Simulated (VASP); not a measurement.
# KF (Immm) in VASP: further runs, part 2 of 2

VASP 6.6.1.

## 6. Single point, PBE (strain -0.0750 x Voigt [0, 0, 0, 0, 1, 0])

INCAR

```
SYSTEM = KF
PREC = Accurate ; ENCUT = 520
EDIFF = 1E-6 ; ISMEAR = 0
SIGMA = 0.05 ; LREAL = .False.
LASPH = .True. ; NELM = 100
ALGO = Normal ; ISIF = 2
LWAVE = .False. ; LCHARG = .False.
GGA = PE ; NBANDS = 15
```

KPOINTS

```
regular mesh
0
Gamma
  8 8 8
  0 0 0
```

POSCAR

```
KF
1.0
   -0.1002562500      2.6735000000      2.6735000000
    2.5732437500      0.0000000000      2.5732437500
    2.6735000000      2.6735000000     -0.1002562500
K F
1 1
Direct
    0.0000000000      0.0000000000      0.0000000000
    0.5000000000      0.5000000000      0.5000000000
```

Potentials or basis: VASP PAW PBE potentials, release 64 (K_sv, F).

On the command line:

```sh
$ cat potpaw_PBE.64/K_sv/POTCAR potpaw_PBE.64/F/POTCAR > POTCAR
$ mpirun -np 1 vasp_std > vasp.out
```

OUTCAR:

```text
SYSTEM = KF
   PREC = Accurate
   ENCUT = 520
   EDIFF = 1E-6
   ISMEAR = 0
   LREAL = .False.
   LASPH = .True.
   NELM = 100
   ISIF = 2
   GGA = PE

 ion  position               nearest neighbor table
   1  0.000  0.000  0.000-   2 2.67   2 2.67   2 2.68   2 2.68   2 2.68   2 2.68
   2  0.500  0.500  0.500-   1 2.67   1 2.67   1 2.68   1 2.68   1 2.68   1 2.68

  LATTYP: Found a body centered orthorhombic cell.
 ALAT       =     3.6391162105
 B/A-ratio  =     1.0779220779
 C/A-ratio  =     1.4693127921

  Lattice vectors:

 A1 = (   2.6735000000,  -2.6735000000,  -0.1002562500)
 A2 = (  -2.6735000000,  -2.6735000000,   0.1002562500)
 A3 = (   0.1002562500,   2.6735000000,  -2.6735000000)

Analysis of symmetry for initial positions (statically):
=====================================================================
 Subroutine PRICEL returns:
 Original cell was already a primitive cell.

 Routine SETGRP: Setting up the symmetry group for a
 body centered orthorhombic supercell.

 Subroutine GETGRP returns: Found  8 space group operations
 (whereof  8 operations were pure point group operations)
 out of a pool of  8 trial point group operations.

The static configuration has the point symmetry D_2h.

Analysis of symmetry for dynamics (positions and initial velocities):
=====================================================================
 Subroutine PRICEL returns:
 Original cell was already a primitive cell.

 Routine SETGRP: Setting up the symmetry group for a
 body centered orthorhombic supercell.

 Subroutine GETGRP returns: Found  8 space group operations
 (whereof  8 operations were pure point group operations)
 out of a pool of  8 trial point group operations.

The dynamic configuration has the point symmetry D_2h.

 Subroutine INISYM returns: Found  8 space group operations
 (whereof  8 operations are pure point group operations),
 and found     1 'primitive' translations

----------------------------------------------------------------------------------------

[... 123 lines left out ...]
 non-spin polarized calculation
 Gauss-broadening in eV      SIGMA  =   0.05
  energy-cutoff  :      520.00
  volume of cell :       38.16
 maximum number of plane-waves:      1046
   NGX = 15   NGY = 13   NGZ = 15

 number of electron      16.0000000 magnetization

 Free energy of the ion-electron system (eV)
  ---------------------------------------------------
  ext. energy  EPLUGINS =         0.00000000
  ---------------------------------------------------
  free energy    TOTEN  =        -8.28148846 eV

  energy without entropy =       -8.28148846  energy(sigma->0) =       -8.28148846

 E-fermi :  -2.5509     XC(G=0):  -8.4053

 val. band max:       -2.7509688823   @ k =   0.0000   0.0000   0.0000
 cond. band min:       3.3512063493   @ k =   0.0000   0.0000   0.0000
 fundamental gap:      6.1021752317
 Fermi energy:        -2.5509046505

 k-point     1 :       0.0000    0.0000    0.0000
  band No.  band energies     occupation
      1     -28.9616      2.00000
      2     -21.4522      2.00000
      3     -12.2232      2.00000
      4     -12.2130      2.00000
      5     -12.1914      2.00000
      6      -2.8259      2.00000
      7      -2.7987      2.00000
      8      -2.7510      2.00000
      9       3.3512      0.00000
     10       7.5052      0.00000
     11       7.8325      0.00000
     12       8.2536      0.00000
     13       9.5682      0.00000
     14       9.5758      0.00000
[... 401 lines left out ...]
      2     -21.4865      2.00000
      3     -12.5426      2.00000
      4     -12.3450      2.00000
      5     -12.3314      2.00000
      6      -3.2864      2.00000
      7      -2.9427      2.00000
      8      -2.8983      2.00000
      9       6.0497      0.00000
     10       6.2008      0.00000
     11       9.2975      0.00000
     12       9.9084      0.00000
     13      10.2967      0.00000
     14      10.6573      0.00000
     15      15.0917      0.00000

 [... further k-points ...]

------------------------ aborting loop because EDIFF is reached ----------------------------------------

  FORCE on cell =-STRESS in cart. coord.  units (eV):
  Direction    XX          YY          ZZ          XY          YZ          ZX
  --------------------------------------------------------------------------------------
  -------------------------------------------------------------------------------------
  Total        0.3251363      0.3018248      0.3251363      0.0000000      0.0000000      0.2351246
  in kB       13.6494963     12.6708614     13.6494963      0.0000000      0.0000000      9.8707287
  external PRESSURE =      13.3232846 kB  Pullay stress =       0.0000000 kB

 VOLUME and BASIS-vectors are now :
 -----------------------------------------------------------------------------
  energy-cutoff  :      520.00
  volume of cell :       38.16
      direct lattice vectors                 reciprocal lattice vectors
    -0.100256250  2.673500000  2.673500000    -0.180260973  0.187020759  0.180260973
     2.573243750  0.000000000  2.573243750     0.194307282 -0.187020759  0.194307282
     2.673500000  2.673500000 -0.100256250     0.180260973  0.187020759 -0.180260973

 POSITION                                       TOTAL-FORCE (eV/Angst)
 -----------------------------------------------------------------------------------
      0.00000      0.00000      0.00000         0.000000     -0.000000     -0.000000
      2.57324      2.67350      2.57324        -0.000000      0.000000      0.000000
 -----------------------------------------------------------------------------------
    total drift:                                0.000000      0.000000      0.000000

  FREE ENERGIE OF THE ION-ELECTRON SYSTEM (eV)
  ---------------------------------------------------
  free  energy   TOTEN  =        -8.2814884552 eV

  energy  without entropy=       -8.2814884552  energy(sigma->0) =       -8.28148846
```

stdout:

```text
POSCAR found type information on POSCAR K F
 POSCAR found :  2 types and       2 ions
 scaLAPACK will be used
 LDA part: xc-table for (Slater+PW92), standard interpolation
 POSCAR, INCAR and KPOINTS ok, starting setup
 FFT: planning ... GRIDC
 FFT: planning ... GRID_SOFT
 FFT: planning ... GRID
 WAVECAR not read
 entering main loop
```

Run time: 24 s. Hardware: 1 thread of Intel Xeon 6975P-C (Granite Rapids), shared host; peak memory 0.19 GiB.

What came out:

```
Free energy            : -8.2815 eV
Pressure               : 1.3 GPa
Band gap on the k mesh : 6.10 eV
```

Stress tensor (GPa, compression positive):
```
1.36 0.00 0.99
0.00 1.27 0.00
0.99 0.00 1.36
```

Caveat: the cell differs from its parent crystal (strain -0.0750 x Voigt [0, 0, 0, 0, 1, 0]). A k mesh can miss the band edges.

## 7. Summary

| cell | gap on the mesh (eV) | pressure (GPa) |
| --- | --- | --- |
| a = 3.786, b = 3.497 Å, angles 62.5, 64.9, 62.5°, 2 atoms | 6.01 | 1.3 |
| a = 3.784, b = 3.994 Å, angles 58.1, 56.3, 58.1°, 2 atoms | 6.06 | 1.3 |
| a = 3.785, b = 4.029 Å, angles 57.8, 55.6, 57.8°, 2 atoms | 6.04 | 1.3 |
| a = 3.783, b = 3.958 Å, angles 58.5, 56.9, 58.5°, 2 atoms | 6.08 | 1.3 |
| a = 3.782, b = 3.639 Å, angles 61.2, 62.5, 61.2°, 2 atoms | 6.10 | 1.3 |

Alike in all rows: task single point; level PBE; potentials or basis VASP PAW PBE potentials, release 64 (K_sv, F); no spin polarisation; k mesh 8 × 8 × 8; cutoff (eV) 520; smearing gaussian 0.05 eV.

Total energies depend on the potentials used, so only differences within one code and one set of settings carry meaning.
